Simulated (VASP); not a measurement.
**Si9W4 (a cell with a defect): single point with PBE**

Si9W4 (a cell with a defect):

```
CELL_PARAMETERS angstrom
0.00000 0.00000 -7.86683
-4.84349 -4.84349 -3.93341
-4.84349 4.84349 -3.93341
ATOMIC_POSITIONS crystal
Si 0.99257 0.33754 0.00000
Si 0.66604 0.33441 0.66775
Si 0.33378 0.33441 0.33225
Si 0.00153 0.99892 0.33225
Si 0.66344 0.99580 0.00000
Si 0.33378 0.99892 0.66775
Si 0.99257 0.66667 0.67087
Si 0.66344 0.66667 0.32913
Si 0.33108 0.66667 0.00000
Si 0.00226 0.66667 0.00000
Si 0.66990 0.66667 0.67087
Si 0.34077 0.66667 0.32913
Si 0.99955 0.33441 0.33225
Si 0.66990 0.33754 0.00000
Si 0.33180 0.33441 0.66775
Si 0.99955 0.99892 0.66775
Si 0.66730 0.99892 0.33225
Si 0.34077 0.99580 0.00000
W 0.33205 0.66667 0.66923
W 0.00128 0.66667 0.33077
W 0.66667 0.33251 0.33416
W 0.33205 0.33590 0.00000
W 0.00082 0.33251 0.66584
W 0.66667 0.00082 0.66584
W 0.33251 0.00082 0.33416
W 0.00128 0.99744 0.00000
```

| Quantity | Value |
| --- | --- |
| Program | VASP 6.6.1 |
| Task | single point |
| Functional | PBE |
| Potentials or basis | VASP PAW PBE potentials, release 64 (Si, W_sv) |
| Cutoff | 400 eV |
| k mesh | 4 × 4 × 4 |
| Occupations | gaussian, width 0.1 eV |
| Spin | no spin polarisation |
| Dipole correction | no |
| Further INCAR settings | ALGO = Normal; EDIFF = 1e-06; NBANDS = 111 |

```json
{
 "Pressure": "-1.1 GPa",
 "Largest force": "0.012 eV/Å",
 "Band gap on the k mesh": "zero (bands 92 and 93 overlap by 0.53 eV)"
}
```

Forces in eV/Å, atoms in the order of the input:
```
Si   0.002  0.002  0.006
Si  -0.008  0.000 -0.002
Si   0.000 -0.008 -0.002
Si   0.008  0.000 -0.002
Si  -0.002 -0.002  0.006
Si   0.000  0.008 -0.002
Si   0.002 -0.002  0.006
Si  -0.002  0.002  0.006
Si   0.000  0.000  0.012
Si   0.000  0.000 -0.012
Si   0.002 -0.002 -0.006
Si  -0.002  0.002 -0.006
Si   0.000 -0.008  0.002
Si   0.002  0.002 -0.006
Si  -0.008  0.000  0.002
Si   0.000  0.008  0.002
Si   0.008  0.000  0.002
Si  -0.002 -0.002 -0.006
W    0.002 -0.002  0.000
W   -0.002  0.002  0.000
W    0.000 -0.010  0.000
W    0.002  0.002  0.000
W   -0.010  0.000  0.000
W    0.000  0.010  0.000
W    0.010  0.000  0.000
W   -0.002 -0.002  0.000
```

Stress tensor (GPa, compression positive):
```
-1.77  0.00  0.00
 0.00 -1.77  0.00
 0.00  0.00  0.14
```

Levels at points of the mesh, in eV from the Fermi level:
```csv
k point,band 88,band 89,band 90,band 91,band 92,band 93,band 94,band 95,band 96,band 97
"(0.00, 0.00, 0.00)",-0.71,-0.68,-0.54,0.07,0.09,1.54,1.54,1.66,2.01,2.01
"(0.50, 0.00, 0.00)",-1.02,-0.99,-0.92,-0.67,-0.25,-0.01,0.75,0.78,1.15,1.42
"(0.00, 0.50, 0.00)",-1.22,-1.16,-1.07,-0.69,-0.31,0.27,0.71,0.73,1.05,1.15
"(0.00, 0.50, 0.50)",-1.29,-0.89,-0.67,-0.67,-0.43,-0.43,0.07,1.07,1.07,1.43
```

Run time: 15 min on 1 thread of Oxide Virtual Turin-like Processor (shared host), peak memory 0.5 GiB.

Caveat: spin-orbit coupling is left out, which moves the levels of the heavy elements.
